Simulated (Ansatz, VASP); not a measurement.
**One calculation of SbAs4Au, two programs**

```
Sb As Au
1.0
     4.82733    0.00000    0.00000
    -2.41366    4.18059    0.00000
     0.00000    0.00000    8.88915
Sb As Au
1 4 1
Cartesian
  0.0000 0.0000 0.0000
  0.0000 2.7871 4.4446
  2.4137 1.3935 4.4446
  0.0000 0.0000 6.6503
  0.0000 0.0000 2.2389
  0.0000 0.0000 4.4446
```

Alike in both runs: task relaxation of cell and atoms; functional PBE; k mesh 6 × 6 × 2; occupations gaussian, width 0.1 eV; no spin polarisation.

```csv
,VASP,Ansatz
version,VASP 6.6.1,Ansatz 0.2.0
potentials or method,"VASP PAW PBE potentials, release 64 (Sb, As, Au), cutoff 600 eV","scalar-relativistic, plane waves, PAW"
valence electrons in the cell,36,94
```

Ansatz gave:

```
gap on the k mesh at the Fermi level, each at its own relaxed structure (eV) : none
relaxed volume (Å³/atom)                                                     : 34.47
relaxed cell length with the largest relative difference (Å)                 : 10.318
```

Task: What did VASP give for the same quantities?

Result: gap on the k mesh at the Fermi level, each at its own relaxed structure (eV): none; relaxed volume (Å³/atom): 34.80; relaxed cell length with the largest relative difference (Å): 10.766.

A gap of «none» marks a metal or a gap that the smearing closes. VASP's potentials hold 36 valence electrons a cell and Ansatz's 94, so a difference there can come from the potentials and not from the codes.

Spin-orbit coupling is off throughout. Noted on VASP's run: the volume moved by over 15 % at a fixed basis, so the end points are rough.
